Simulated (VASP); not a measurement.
# C (P6_3/mmc) in VASP: a series of runs, part 2 of 3

VASP 6.6.1. Earlier steps stand in the parts before.

### Step 3. Single point, PBE

The input, INCAR:

```
PREC = Accurate ; ENCUT = 520
EDIFF = 1E-7 ; ISMEAR = 0
SIGMA = 0.01 ; LREAL = False
LASPH = True ; NELM = 100
ALGO = Normal ; ISIF = 2
LWAVE = False ; LCHARG = True
GGA = PE ; LELF = True
LVHAR = True ; NBANDS = 16
```

The input, KPOINTS:

```
regular mesh
0
Gamma
  6 6 4
```

The input, POSCAR:

```
C
1.0
    2.5031953733      0.0000000000      0.0000000000
   -1.2515976866      2.1678307839      0.0000000000
    0.0000000000      0.0000000000      4.1688692751
C
4
Direct
    0.3333333333      0.6666666667      0.0002313174
    0.6666666667      0.3333333333      0.5002313174
    0.3333333333      0.6666666667      0.3747686826
    0.6666666667      0.3333333333      0.8747686826
```

Potentials or basis: VASP PAW PBE potentials, release 64 (C).

On the command line:

```console
$ cat potpaw_PBE.64/C/POTCAR > POTCAR
$ mpirun -np 1 vasp_std > vasp.out
```

OUTCAR:

```text
PREC = Accurate
   ENCUT = 520
   EDIFF = 1E-7
   ISMEAR = 0
   LREAL = False
   LASPH = True
   NELM = 100
   ISIF = 2
   GGA = PE

 ion  position               nearest neighbor table
   1  0.333  0.667  0.000-   4 1.54   4 1.54   4 1.54   3 1.56
   2  0.667  0.333  0.500-   3 1.54   3 1.54   3 1.54   4 1.56
   3  0.333  0.667  0.375-   2 1.54   2 1.54   2 1.54   1 1.56
   4  0.667  0.333  0.875-   1 1.54   1 1.54   1 1.54   2 1.56

  LATTYP: Found a hexagonal cell.
 ALAT       =     2.5031953733
 C/A-ratio  =     1.6654190558

  Lattice vectors:

 A1 = (   2.5031953733,   0.0000000000,   0.0000000000)
 A2 = (  -1.2515976866,   2.1678307839,   0.0000000000)
 A3 = (   0.0000000000,   0.0000000000,   4.1688692751)

Analysis of symmetry for initial positions (statically):
=====================================================================
 Subroutine PRICEL returns:
 Original cell was already a primitive cell.

 Routine SETGRP: Setting up the symmetry group for a
 hexagonal supercell.

 Subroutine GETGRP returns: Found 24 space group operations
 (whereof  6 operations were pure point group operations)
 out of a pool of 24 trial point group operations.

The static configuration has the point symmetry C_3v.
 The point group associated with its full space group is D_6h.

Analysis of symmetry for dynamics (positions and initial velocities):
=====================================================================
 Subroutine PRICEL returns:
 Original cell was already a primitive cell.

 Routine SETGRP: Setting up the symmetry group for a
 hexagonal supercell.

 Subroutine GETGRP returns: Found 24 space group operations
 (whereof  6 operations were pure point group operations)
 out of a pool of 24 trial point group operations.

The dynamic configuration has the point symmetry C_3v.
 The point group associated with its full space group is D_6h.

 Subroutine INISYM returns: Found 24 space group operations
 (whereof  6 operations are pure point group operations),
 and found     1 'primitive' translations

----------------------------------------------------------------------------------------

                                     Primitive cell

  volume of cell :      22.6224

  direct lattice vectors                    reciprocal lattice vectors
     2.503195373  0.000000000  0.000000000     0.399489393  0.230645309  0.000000000
    -1.251597687  2.167830784  0.000000000     0.000000000  0.461290617  0.000000000
     0.000000000  0.000000000  4.168869275     0.000000000  0.000000000  0.239873197

  length of vectors
     2.503195373  2.503195373  4.168869275     0.461290617  0.461290617  0.239873197

  position of ions in fractional coordinates (direct lattice)
     0.333333333  0.666666667  0.000231317
     0.666666667  0.333333333  0.500231317
     0.333333333  0.666666667  0.374768683
     0.666666667  0.333333333  0.874768683

  ion indices of the primitive-cell ions
   primitive index   ion index
                 1           1
                 2           2
                 3           3
                 4           4

[... 22 lines left out ...]
 ===========================================

 Found     21 irreducible k-points:

 Following reciprocal coordinates:
            Coordinates               Weight
  0.000000  0.000000  0.000000      1.000000
  0.166667 -0.000000  0.000000      6.000000
  0.333333  0.000000  0.000000      6.000000
  0.500000 -0.000000  0.000000      3.000000
  0.166667  0.166667  0.000000      6.000000
  0.333333  0.166667  0.000000     12.000000
[... 13 lines left out ...]
  0.333333  0.166667  0.500000     12.000000
  0.333333  0.333333  0.500000      2.000000
   k-points           NKPTS =     21   k-points in BZ     NKDIM =     21   number of bands    NBANDS=     16
   number of dos      NEDOS =    301   number of ions     NIONS =      4
   total plane-waves  NPLWV =  12800
   dimension x,y,z NGX =    20 NGY =   20 NGZ =   32
   dimension x,y,z NGXF=    40 NGYF=   40 NGZF=   64
   ions per type =               4
   NGX,Y,Z   is equivalent  to a cutoff of  13.28, 13.28, 12.76 a.u.
   NGXF,Y,Z  is equivalent  to a cutoff of  26.57, 26.57, 25.52 a.u.
 SYSTEM =  unknown system
   PREC   = accura    normal or accurate (medium, high low for compatibility)
   ISTART =      0    job   : 0-new  1-cont  2-samecut
   ICHARG =      2    charge: 1-file 2-atom 10-const
   ISPIN  =      1    spin polarized calculation?
   LNONCOLLINEAR =      F non collinear calculations
   LSORBIT =      F    spin-orbit coupling
   LASPH  =      T    aspherical Exc in radial PAW
   ENCUT  =  520.0 eV  38.22 Ry    6.18 a.u.   4.65  4.65  7.75*2*pi/ulx,y,z
   NELM   =    100;   NELMIN=  2; NELMDL= -5     # of ELM steps
   EDIFF  = 0.1E-06   stopping-criterion for ELM
   LREAL  =      F    real-space projection
   EDIFFG = 0.1E-05   stopping-criterion for IOM
   NSW    =      0    number of steps for IOM
   IBRION =     -1    ionic relax: 0-MD 1-quasi-New 2-CG
   NFREE  =      0    steps in history (QN), initial steepest desc. (CG)
   ISIF   =      2    stress and relaxation
   ISYM   =      2    0-nonsym 1-usesym 2-fastsym
   POTIM  = 0.5000    time-step for ionic-motion
   TEBEG  =    0.0;   TEEND  =   0.0 temperature during run
   PSTRESS=    0.0 pullay stress
   NELECT =      16.0000    total number of electrons
   NUPDOWN=      -1.0000    fix difference up-down
   EMIN   =  10.00;   EMAX   =-10.00  energy-range for DOS
   EFERMI =   0.00;   METHOD = LEGACY
   ISMEAR =     0;   SIGMA  =   0.01  broadening in eV -4-tet -1-fermi 0-gaus
   EFERMI_NEDOS =   21; number of points for ismear=-14 and -15
   IALGO  =     38    algorithm
   IMIX   =      4    mixing-type and parameters
     AMIX     =   0.40;   BMIX     =  1.00
     AMIX_MAG =   1.60;   BMIX_MAG =  1.00
  volume/ion in A,a.u.               =       5.66        38.17
  Fermi-wavevector in a.u.,A,eV,Ry     =   1.458597  2.756349 28.946471  2.127506
  Thomas-Fermi vector in A             =   2.575263
   LORBIT       =      0    0 simple, 1 ext, 2 COOP (PROOUT), +10 PAW based schemes
   GGA     = PE    functional components
   LHFCALC =     F    Hartree Fock is set to
   AEXX    =    0.0000 exact exchange contribution
   IVDW    =     0    specifies the selected vdW correction
   LEPSILON=     F    determine dielectric tensor
   LRPA    =     F    only Hartree local field effects (RPA)
 non-spin polarized calculation
 Gauss-broadening in eV      SIGMA  =   0.01
  energy-cutoff  :      520.00
  volume of cell :       22.62
 maximum number of plane-waves:       620
 NGX is ok and might be reduce to    20
   NGX =  9   NGY =  9   NGZ = 15

 number of electron      16.0000000 magnetization

 Free energy of the ion-electron system (eV)
  ---------------------------------------------------
  ext. energy  EPLUGINS =         0.00000000
  ---------------------------------------------------
  free energy    TOTEN  =       -36.25776410 eV

  energy without entropy =      -36.25776410  energy(sigma->0) =      -36.25776410

 E-fermi :  10.1156     XC(G=0): -13.2592

 val. band max:       10.0611167771   @ k =   0.0000   0.0000   0.0000
 cond. band min:      13.3703955614   @ k =   0.3333   0.3333   0.0000
 fundamental gap:      3.3092787843
 Fermi energy:        10.1156357543

 k-point     1 :       0.0000    0.0000    0.0000
  band No.  band energies     occupation
      1     -11.7657      2.00000
      2      -6.1837      2.00000
      3      -3.6555      2.00000
      4       6.9770      2.00000
      5       6.9770      2.00000
      6       9.5835      2.00000
[... 376 lines left out ...]
      3      -2.4567      2.00000
      4      -2.4567      2.00000
      5       0.5111      2.00000
      6       0.5111      2.00000
[... 8 lines left out ...]
     15      25.4637      0.00000
     16      25.4637      0.00000

------------------------ aborting loop because EDIFF is reached ----------------------------------------

  FORCE on cell =-STRESS in cart. coord.  units (eV):
  Direction    XX          YY          ZZ          XY          YZ          ZX
  --------------------------------------------------------------------------------------
  -------------------------------------------------------------------------------------
  Total        0.7435015      0.7435015      0.5875642      0.0000000      0.0000000      0.0000000
  in kB       52.6567452     52.6567452     41.6128516      0.0000000      0.0000000      0.0000000
  external PRESSURE =      48.9754473 kB  Pullay stress =       0.0000000 kB

 VOLUME and BASIS-vectors are now :
 -----------------------------------------------------------------------------
  energy-cutoff  :      520.00
  volume of cell :       22.62
      direct lattice vectors                 reciprocal lattice vectors
     2.503195373  0.000000000  0.000000000     0.399489393  0.230645309  0.000000000
    -1.251597687  2.167830784  0.000000000     0.000000000  0.461290617  0.000000000
     0.000000000  0.000000000  4.168869275     0.000000000  0.000000000  0.239873197

 POSITION                                       TOTAL-FORCE (eV/Angst)
 -----------------------------------------------------------------------------------
     -0.00000      1.44522      0.00096         0.000000     -0.000000      0.006245
      1.25160      0.72261      2.08540        -0.000000      0.000000      0.006245
     -0.00000      1.44522      1.56236         0.000000     -0.000000     -0.006245
      1.25160      0.72261      3.64680         0.000000      0.000000     -0.006245
 -----------------------------------------------------------------------------------
    total drift:                               -0.000000      0.000000      0.000000

  FREE ENERGIE OF THE ION-ELECTRON SYSTEM (eV)
  ---------------------------------------------------
  free  energy   TOTEN  =       -36.2577640987 eV

  energy  without entropy=      -36.2577640987  energy(sigma->0) =      -36.25776410
```

OSZICAR:

```text
N       E                     dE             d eps       ncg     rms          rms(c)
DAV:   1     0.190091127123E+02    0.19009E+02   -0.80706E+03   672   0.967E+02
DAV:   2    -0.357383056008E+02   -0.54747E+02   -0.50242E+02   936   0.187E+02
DAV:   3    -0.375548640163E+02   -0.18166E+01   -0.18076E+01   816   0.286E+01
DAV:   4    -0.375619859201E+02   -0.71219E-02   -0.71213E-02   848   0.216E+00
DAV:   5    -0.375620248100E+02   -0.38890E-04   -0.38889E-04   824   0.137E-01    0.789E+00
DAV:   6    -0.365855063438E+02    0.97652E+00   -0.59267E-01   720   0.488E+00    0.471E+00
DAV:   7    -0.362549012619E+02    0.33061E+00   -0.69036E-01   800   0.545E+00    0.105E+00
DAV:   8    -0.362576315548E+02   -0.27303E-02   -0.13617E-02   752   0.772E-01    0.603E-02
DAV:   9    -0.362577237192E+02   -0.92164E-04   -0.16493E-04   880   0.964E-02    0.299E-02
DAV:  10    -0.362577641791E+02   -0.40460E-04   -0.34043E-05   784   0.475E-02    0.801E-03
DAV:  11    -0.362577640987E+02    0.80340E-07   -0.50514E-07   848   0.570E-03
   1 F= -.36257764E+02 E0= -.36257764E+02  d E =-.966796E-17
```

It took 12 s on 1 thread of Intel Xeon 8259CL, shared host; peak memory 0.13 GiB.

Results:

* Free energy: -36.2578 eV
* Pressure: 4.9 GPa
* Largest force: 0.006 eV/Å
* Band gap on the k mesh: 3.31 eV, indirect (least direct gap 4.99 eV)

Forces in eV/Å, atoms in the order of the input:
```
C    0.000  0.000  0.006
C    0.000  0.000  0.006
C    0.000  0.000 -0.006
C    0.000  0.000 -0.006
```

Caveat: the k points lie up to 0.48 Å⁻¹ apart.

(Continued in part 3 of 3.)
